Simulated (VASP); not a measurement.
# Se (Im-3m) in VASP: further runs

The runs below take Se through single point, relaxation of cell and atoms, with PBE.

Everything below comes from runs of VASP 6.6.1. Logs are shortened: lines on timing, memory, paths and dates and some standing lists are left out, and cuts for length are marked.

## (1) The cell of the first run

The structure is cubic, space group Im-3m (No. 229). Conventional cell: a = 3.331 Å, b = 3.331 Å, c = 3.331 Å, α = 90.00°, β = 90.00°, γ = 90.00°. Se (site symmetry m-3m) has 14 Se at 2.89 to 3.33 Å within 3.8 Å.

This isn't the form of Se at room conditions, which is trigonal, of chains.

## (2) Single point, PBE

The input, INCAR:

```
PREC     = Accurate       # precision mode
ENCUT    = 520            # plane-wave cutoff, eV
EDIFF    = 1E-6           # SCF threshold, eV
ISMEAR   = -1             # smearing method
SIGMA    = 0.05           # smearing width, eV
LREAL    = F              # projectors in reciprocal space
LASPH    = T              # aspherical terms in the spheres
NELM     = 60             # most SCF steps
ALGO     = Normal         # electronic algorithm
ISIF     = 2              # what is computed and relaxed
LWAVE    = F              # write WAVECAR
LCHARG   = T              # write CHGCAR
GGA      = PE             # functional
LELF     = T              # ELF
LVHAR    = T            
NBANDS   = 9              # bands
```

The input, KPOINTS:

```
regular mesh
0
Gamma
  16 16 16
```

The input, POSCAR:

```
Se
1.0
   -1.6656864480      1.6656864480      1.6656864480
    1.6656864480     -1.6656864480      1.6656864480
    1.6656864480      1.6656864480     -1.6656864480
Se
1
Direct
    0.0000000000      0.0000000000      0.0000000000
```

Potentials or basis: VASP PAW PBE potentials, release 64 (Se).

On the command line:

```sh
$ cat potpaw_PBE.64/Se/POTCAR > POTCAR
$ mpirun -np 1 vasp_std > vasp.out
```

OUTCAR:

```text
PREC = Accurate
   ENCUT = 520
   EDIFF = 1E-6
   ISMEAR = -1
   LREAL = F
   LASPH = T
   NELM = 60
   ISIF = 2
   GGA = PE

 ion  position               nearest neighbor table
   1  0.000  0.000  0.000-

  LATTYP: Found a body centered cubic cell.
 ALAT       =     3.3313728960

  Lattice vectors:

 A1 = (  -1.6656864480,   1.6656864480,   1.6656864480)
 A2 = (   1.6656864480,  -1.6656864480,   1.6656864480)
 A3 = (   1.6656864480,   1.6656864480,  -1.6656864480)

Analysis of symmetry for initial positions (statically):
=====================================================================
 Subroutine PRICEL returns:
 Original cell was already a primitive cell.

 Routine SETGRP: Setting up the symmetry group for a
 body centered cubic supercell.

 Subroutine GETGRP returns: Found 48 space group operations
 (whereof 48 operations were pure point group operations)
 out of a pool of 48 trial point group operations.

The static configuration has the point symmetry O_h .

Analysis of symmetry for dynamics (positions and initial velocities):
=====================================================================
 Subroutine PRICEL returns:
 Original cell was already a primitive cell.

 Routine SETGRP: Setting up the symmetry group for a
 body centered cubic supercell.

 Subroutine GETGRP returns: Found 48 space group operations
 (whereof 48 operations were pure point group operations)
 out of a pool of 48 trial point group operations.

The dynamic configuration has the point symmetry O_h .

 Subroutine INISYM returns: Found 48 space group operations
 (whereof 48 operations are pure point group operations),
 and found     1 'primitive' translations

----------------------------------------------------------------------------------------

                                     Primitive cell

  volume of cell :      18.4859

  direct lattice vectors                    reciprocal lattice vectors
    -1.665686448  1.665686448  1.665686448     0.000000000  0.300176543  0.300176543
     1.665686448 -1.665686448  1.665686448     0.300176543  0.000000000  0.300176543
     1.665686448  1.665686448 -1.665686448     0.300176543  0.300176543  0.000000000

  length of vectors
     2.885053557  2.885053557  2.885053557     0.424513738  0.424513738  0.424513738

  position of ions in fractional coordinates (direct lattice)
     0.000000000  0.000000000  0.000000000

  ion indices of the primitive-cell ions
[... 64 lines left out ...]
 SYSTEM =  unknown system
   PREC   = accura    normal or accurate (medium, high low for compatibility)
   ISTART =      0    job   : 0-new  1-cont  2-samecut
   ICHARG =      2    charge: 1-file 2-atom 10-const
   ISPIN  =      1    spin polarized calculation?
   LNONCOLLINEAR =      F non collinear calculations
   LSORBIT =      F    spin-orbit coupling
   LASPH  =      T    aspherical Exc in radial PAW
   ENCUT  =  520.0 eV  38.22 Ry    6.18 a.u.   5.36  5.36  5.36*2*pi/ulx,y,z
   NELM   =     60;   NELMIN=  2; NELMDL= -5     # of ELM steps
   EDIFF  = 0.1E-05   stopping-criterion for ELM
   LREAL  =      F    real-space projection
[... 7 lines left out ...]
   TEBEG  =    0.0;   TEEND  =   0.0 temperature during run
   PSTRESS=    0.0 pullay stress
   NELECT =       6.0000    total number of electrons
   NUPDOWN=      -1.0000    fix difference up-down
   EMIN   =  10.00;   EMAX   =-10.00  energy-range for DOS
   EFERMI =   0.00;   METHOD = LEGACY
   ISMEAR =    -1;   SIGMA  =   0.05  broadening in eV -4-tet -1-fermi 0-gaus
   EFERMI_NEDOS =   21; number of points for ismear=-14 and -15
   IALGO  =     38    algorithm
   IMIX   =      4    mixing-type and parameters
     AMIX     =   0.40;   BMIX     =  1.00
     AMIX_MAG =   1.60;   BMIX_MAG =  1.00
  volume/ion in A,a.u.               =      18.49       124.75
  Fermi-wavevector in a.u.,A,eV,Ry     =   1.125068  2.126070 17.221947  1.265777
  Thomas-Fermi vector in A             =   2.261743
   LORBIT       =      0    0 simple, 1 ext, 2 COOP (PROOUT), +10 PAW based schemes
   GGA     = PE    functional components
   LHFCALC =     F    Hartree Fock is set to
   AEXX    =    0.0000 exact exchange contribution
   IVDW    =     0    specifies the selected vdW correction
   LEPSILON=     F    determine dielectric tensor
   LRPA    =     F    only Hartree local field effects (RPA)
 non-spin polarized calculation
  energy-cutoff  :      520.00
  volume of cell :       18.49
 maximum number of plane-waves:       531
 NGX is ok and might be reduce to    24
   NGX = 11   NGY = 11   NGZ = 11

 number of electron       6.0000000 magnetization

 Free energy of the ion-electron system (eV)
  ---------------------------------------------------
  ext. energy  EPLUGINS =         0.00000000
  ---------------------------------------------------
  free energy    TOTEN  =        -2.86402201 eV

  energy without entropy =       -2.85602551  energy(sigma->0) =       -2.86002376

 E-fermi :   6.7612     XC(G=0): -11.0386

 val. band max:        6.7574233901   @ k =  -0.3750   0.4375   0.1875
 cond. band min:       6.8029143091   @ k =   0.3750   0.1875   0.0625
 fundamental gap:      0.0454909190
 Fermi energy:         6.7611947615

 k-point     1 :       0.0000    0.0000    0.0000
  band No.  band energies     occupation
      1     -10.2962      2.00000
      2      10.2001      0.00000
      3      10.2001      0.00000
      4      10.2001      0.00000
      5      19.2053      0.00000
      6      19.3391      0.00000
      7      19.3391      0.00000
      8      19.3391      0.00000
      9      22.5058      0.00000
[... 265 lines left out ...]
 k-point    24 :       0.2500    0.1875    0.0000
  band No.  band energies     occupation
      1      -7.2130      2.00000
      2       1.9099      2.00000
      3       5.0144      2.00000
      4       8.3743      0.00000
      5      15.7700      0.00000
      6      17.7058      0.00000
      7      21.5667      0.00000
      8      23.4090      0.00000
      9      27.0891      0.00000

 [... further k-points ...]
[... 5 lines left out ...]
  --------------------------------------------------------------------------------------
  -------------------------------------------------------------------------------------
  Total        0.9940471      0.9940471      0.9940471     -0.0000000      0.0000000     -0.0000000
  in kB       86.1544672     86.1544672     86.1544672     -0.0000000      0.0000000     -0.0000000
  external PRESSURE =      86.1544672 kB  Pullay stress =       0.0000000 kB

 VOLUME and BASIS-vectors are now :
 -----------------------------------------------------------------------------
  energy-cutoff  :      520.00
  volume of cell :       18.49
      direct lattice vectors                 reciprocal lattice vectors
    -1.665686448  1.665686448  1.665686448     0.000000000  0.300176543  0.300176543
     1.665686448 -1.665686448  1.665686448     0.300176543  0.000000000  0.300176543
     1.665686448  1.665686448 -1.665686448     0.300176543  0.300176543  0.000000000

 POSITION                                       TOTAL-FORCE (eV/Angst)
 -----------------------------------------------------------------------------------
      0.00000      0.00000      0.00000         0.000000      0.000000      0.000000
 -----------------------------------------------------------------------------------
    total drift:                                0.000000      0.000000      0.000000

  FREE ENERGIE OF THE ION-ELECTRON SYSTEM (eV)
  ---------------------------------------------------
  free  energy   TOTEN  =        -2.8640220087 eV

  energy  without entropy=       -2.8560255110  energy(sigma->0) =       -2.86002376
```

OSZICAR:

```text
N       E                     dE             d eps       ncg     rms          rms(c)
DAV:   1     0.927148103425E+01    0.92715E+01   -0.29820E+03  2610   0.581E+02
DAV:   2    -0.261515461367E+01   -0.11887E+02   -0.11395E+02  3538   0.784E+01
DAV:   3    -0.286174055333E+01   -0.24659E+00   -0.24532E+00  3137   0.100E+01
DAV:   4    -0.286211289296E+01   -0.37234E-03   -0.37233E-03  3483   0.438E-01
DAV:   5    -0.286211318772E+01   -0.29476E-06   -0.29491E-06  3079   0.107E-02    0.373E+00
DAV:   6    -0.286301607580E+01   -0.90289E-03   -0.13459E-03  3024   0.218E-01    0.222E+00
DAV:   7    -0.286400972995E+01   -0.99365E-03   -0.26032E-03  2850   0.306E-01    0.507E-02
DAV:   8    -0.286402141746E+01   -0.11688E-04   -0.70618E-05  2996   0.536E-02    0.719E-03
DAV:   9    -0.286402200871E+01   -0.59126E-06   -0.94017E-07  2819   0.731E-03
   1 F= -.28640220E+01 E0= -.28600238E+01  d E =-.799650E-02
```

Wall time 16 s (1 thread of Intel Xeon 8259CL, shared host); peak memory 0.15 GiB.

Results:

```yaml
Free_energy: -2.8640 eV
Pressure: 8.6 GPa
Band_gap_on_the_k_mesh: zero (bands 3 and 4 overlap by 7.75 eV)
```

Levels at points of the mesh, in eV from the Fermi level:
```csv
k point,band 1,band 2,band 3,band 4,band 5,band 6,band 7
"(0.00, 0.00, 0.00)",-17.06,3.44,3.44,3.44,12.44,12.58,12.58
"(0.50, 0.00, 0.00)",-13.03,-7.48,0.05,2.38,6.97,8.19,17.90
"(0.50, 0.50, 0.50)",-10.15,-3.64,-3.64,-3.64,3.60,3.60,23.59
```

Caveat: the cell stands under pressure.

## (3) Single point, PBE

The input, INCAR:

```
SYSTEM = Se
PREC = Accurate ; ENCUT = 520
EDIFF = 1E-6 ; ISMEAR = -1
SIGMA = 0.05 ; LREAL = .False.
LASPH = .True. ; NELM = 60
ALGO = Normal ; ISIF = 2
LWAVE = .False. ; LCHARG = .False.
GGA = PE ; NBANDS = 9
```

The input, KPOINTS:

```
regular mesh
0
Gamma
  16 16 16
  0 0 0
```

POSCAR is that of step 2.

Potentials or basis: VASP PAW PBE potentials, release 64 (Se).

On the command line:

```sh
$ cat potpaw_PBE.64/Se/POTCAR > POTCAR
$ mpirun -np 1 vasp_std > vasp.out
```

OUTCAR:

```text
SYSTEM = Se
   PREC = Accurate
   ENCUT = 520
   EDIFF = 1E-6
   ISMEAR = -1
   LREAL = .False.
   LASPH = .True.
   NELM = 60
   ISIF = 2
   GGA = PE

 ion  position               nearest neighbor table
   1  0.000  0.000  0.000-

  LATTYP: Found a body centered cubic cell.
 ALAT       =     3.3313728960

  Lattice vectors:

 A1 = (  -1.6656864480,   1.6656864480,   1.6656864480)
 A2 = (   1.6656864480,  -1.6656864480,   1.6656864480)
 A3 = (   1.6656864480,   1.6656864480,  -1.6656864480)

Analysis of symmetry for initial positions (statically):
[... 457 lines left out ...]
      2       1.9099      2.00000
      3       5.0144      2.00000
      4       8.3743      0.00000
      5      15.7700      0.00000
      6      17.7058      0.00000
      7      21.5667      0.00000
      8      23.4090      0.00000
      9      27.0891      0.00000

 [... further k-points ...]
[... 5 lines left out ...]
  --------------------------------------------------------------------------------------
  -------------------------------------------------------------------------------------
  Total        0.9940471      0.9940471      0.9940471     -0.0000000      0.0000000     -0.0000000
  in kB       86.1544672     86.1544672     86.1544672     -0.0000000      0.0000000     -0.0000000
  external PRESSURE =      86.1544672 kB  Pullay stress =       0.0000000 kB

 VOLUME and BASIS-vectors are now :
 -----------------------------------------------------------------------------
  energy-cutoff  :      520.00
  volume of cell :       18.49
      direct lattice vectors                 reciprocal lattice vectors
    -1.665686448  1.665686448  1.665686448     0.000000000  0.300176543  0.300176543
     1.665686448 -1.665686448  1.665686448     0.300176543  0.000000000  0.300176543
     1.665686448  1.665686448 -1.665686448     0.300176543  0.300176543  0.000000000

 POSITION                                       TOTAL-FORCE (eV/Angst)
 -----------------------------------------------------------------------------------
      0.00000      0.00000      0.00000         0.000000      0.000000      0.000000
 -----------------------------------------------------------------------------------
    total drift:                                0.000000      0.000000      0.000000

  FREE ENERGIE OF THE ION-ELECTRON SYSTEM (eV)
  ---------------------------------------------------
  free  energy   TOTEN  =        -2.8640220087 eV

  energy  without entropy=       -2.8560255110  energy(sigma->0) =       -2.86002376
```

OSZICAR:

```text
N       E                     dE             d eps       ncg     rms          rms(c)
DAV:   1     0.927148103425E+01    0.92715E+01   -0.29820E+03  2610   0.581E+02
DAV:   2    -0.261515461367E+01   -0.11887E+02   -0.11395E+02  3538   0.784E+01
DAV:   3    -0.286174055333E+01   -0.24659E+00   -0.24532E+00  3137   0.100E+01
DAV:   4    -0.286211289296E+01   -0.37234E-03   -0.37233E-03  3483   0.438E-01
DAV:   5    -0.286211318772E+01   -0.29476E-06   -0.29491E-06  3079   0.107E-02    0.373E+00
DAV:   6    -0.286301607580E+01   -0.90289E-03   -0.13459E-03  3024   0.218E-01    0.222E+00
DAV:   7    -0.286400972995E+01   -0.99365E-03   -0.26032E-03  2850   0.306E-01    0.507E-02
DAV:   8    -0.286402141746E+01   -0.11688E-04   -0.70618E-05  2996   0.536E-02    0.719E-03
DAV:   9    -0.286402200871E+01   -0.59126E-06   -0.94017E-07  2819   0.731E-03
   1 F= -.28640220E+01 E0= -.28600238E+01  d E =-.799650E-02
```

stdout:

```text
POSCAR found type information on POSCAR Se
 POSCAR found :  1 types and       1 ions
 scaLAPACK will be used
 LDA part: xc-table for (Slater+PW92), standard interpolation
 POSCAR, INCAR and KPOINTS ok, starting setup
 FFT: planning ... GRIDC
 FFT: planning ... GRID_SOFT
 FFT: planning ... GRID
 WAVECAR not read
 entering main loop
```

Run time: 14 s. Hardware: 1 thread of Intel Xeon 8259CL, shared host; peak memory 0.15 GiB.

Results:

| Property | Result |
| --- | --- |
| Free energy | -2.8640 eV |
| Pressure | 8.6 GPa |
| Band gap on the k mesh | zero (bands 3 and 4 overlap by 7.75 eV) |

Caveat: the cell stands under pressure.

## (4) Relaxation of cell and atoms, PBE, target pressure 8.6 GPa, at which the enthalpy is minimised

The input, INCAR:

```
  ALGO = Normal
  EDIFF = 1E-7
  EDIFFG = -0.005
  ENCUT = 600
  GGA = PE
  IBRION = 2
  ISIF = 3
  ISMEAR = -1
  LASPH = True
  LCHARG = False
  LREAL = False
  LWAVE = False
  NELM = 100
  NSW = 60
  PREC = Accurate
  PSTRESS = 86.0
  SIGMA = 0.05
```

The input, KPOINTS:

```
k-points
0
Gamma
  16 16 16
```

POSCAR is that of step 3.

On the command line:

```sh
$ cat potpaw_PBE.64/Se/POTCAR > POTCAR
$ mpirun -np 1 vasp_std > vasp.out
```

Run time: 11 s. Hardware: 1 thread of Intel Xeon 8259CL, shared host; peak memory 0.15 GiB.

The run converged. Its results:

```
Free energy             : -2.8641 eV
Pressure after relaxing : 8.6 GPa
Band gap on the k mesh  : zero (bands 3 and 4 overlap by 7.75 eV)
```

Final structure:
```yaml
crystal:
  lattice:
    - [-1.66569, 1.66569, 1.66569]
    - [1.66569, -1.66569, 1.66569]
    - [1.66569, 1.66569, -1.66569]
  atoms:
    - { symbol: Se, position: [0.00000, 0.00000, 0.00000] }
```

Levels at points of the mesh, in eV from the Fermi level:
| k point | band 1 | band 2 | band 3 | band 4 | band 5 | band 6 | band 7 |
| --- | --- | --- | --- | --- | --- | --- | --- |
| (0.00, 0.00, 0.00) | -17.06 | 3.44 | 3.44 | 3.44 | 12.44 | 12.58 | 12.58 |
| (0.50, 0.00, 0.00) | -13.03 | -7.48 | 0.05 | 2.38 | 6.97 | 8.19 | 17.90 |
| (0.50, 0.50, 0.50) | -10.15 | -3.64 | -3.64 | -3.64 | 3.60 | 3.60 | 23.59 |

Caveat: the cell is relaxed towards a set pressure, so the run minimises the enthalpy, not the energy.

The gap in the log of VASP goes by the Fermi energy; the results here count the filled bands.